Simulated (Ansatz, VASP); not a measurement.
## Two plane-wave programs on AlN

```
Al N
1.0
     3.34120    0.00000    0.00000
    -1.67060    2.89356    0.00000
     0.00000    0.00000    4.26550
Al N
2 2
Cartesian
  0.0000 1.9290 3.1991
  1.6706 0.9645 1.0664
  0.0000 1.9290 1.0664
  1.6706 0.9645 3.1991
```

Alike in both runs: task single point; functional PBEsol; k mesh 9 × 9 × 6; occupations gaussian, width 0.05 eV; no spin polarisation.

|  | VASP | Ansatz |
| --- | --- | --- |
| version | VASP 6.6.1 | Ansatz 0.2.0 |
| potentials or method | VASP PAW PBE potentials, release 64 (Al, N), cutoff 520 eV | scalar-relativistic, plane waves, PAW |
| valence electrons in the cell | 16 | 16 |

```tsv
	VASP	Ansatz	Ansatz less VASP
gap on the k mesh at the Fermi level (eV)	2.89	2.88	-0.011
least direct gap on the mesh (eV)	2.89	2.88	-0.011
pressure (GPa)	-10.0	-9.9	+0.10
traceless stress, the component that is largest in VASP (GPa)	-0.51	-0.49	+0.020
```

VASP's potentials were made for PBE, not for PBEsol. The functional is the same, so the differences come from potentials, cutoffs and numerics.
